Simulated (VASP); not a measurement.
Sn3TeW, 5 atoms in the cell. The structure is hexagonal, space group P6/mmm (No. 191). Conventional cell: a = 6.005 Å, b = 6.005 Å, c = 5.281 Å, α = 90.00°, β = 90.00°, γ = 120.00°. Within 4.0 Å of Sn (site symmetry mmm) lie 4 Sn at 3.00 Å and 2 W at 3.00 Å and 4 Te at 4.00 Å. Te (site symmetry 6/mmm) has 2 W at 2.64 Å within 3.5 Å. W (site symmetry 6/mmm) has 2 Te at 2.64 Å and 6 Sn at 3.00 Å within 3.5 Å. The cell was built from a structure type or drawn by symmetry, and may not be a known phase.

- Program: VASP 6.6.1
- Task: single point
- Functional: PBE
- Potentials or basis: VASP PAW PBE potentials, release 64 (Sn_d, Te, W_sv)
- Cutoff: 520 eV
- k mesh: 6 × 6 × 8
- Occupations: gaussian, width 0.1 eV
- Spin: no spin polarisation
- Dipole correction: no
- Further INCAR settings: ALGO = Fast; EDIFF = 1e-07; NBANDS = 39

Potentials or basis: VASP PAW PBE potentials, release 64 (Sn_d, Te, W_sv).

Run with:

```sh
$ cat potpaw_PBE.64/Sn_d/POTCAR potpaw_PBE.64/Te/POTCAR potpaw_PBE.64/W_sv/POTCAR > POTCAR
$ mpirun -np 1 vasp_std > vasp.out
```

Hardware: 1 thread of Intel Xeon 8259CL, on a shared host.

Estimate the wall time of this run.

Run time: 8.5 min on 1 thread of Intel Xeon 8259CL (shared host), peak memory 0.43 GiB. Counts: scf iterations 17, k points 35.
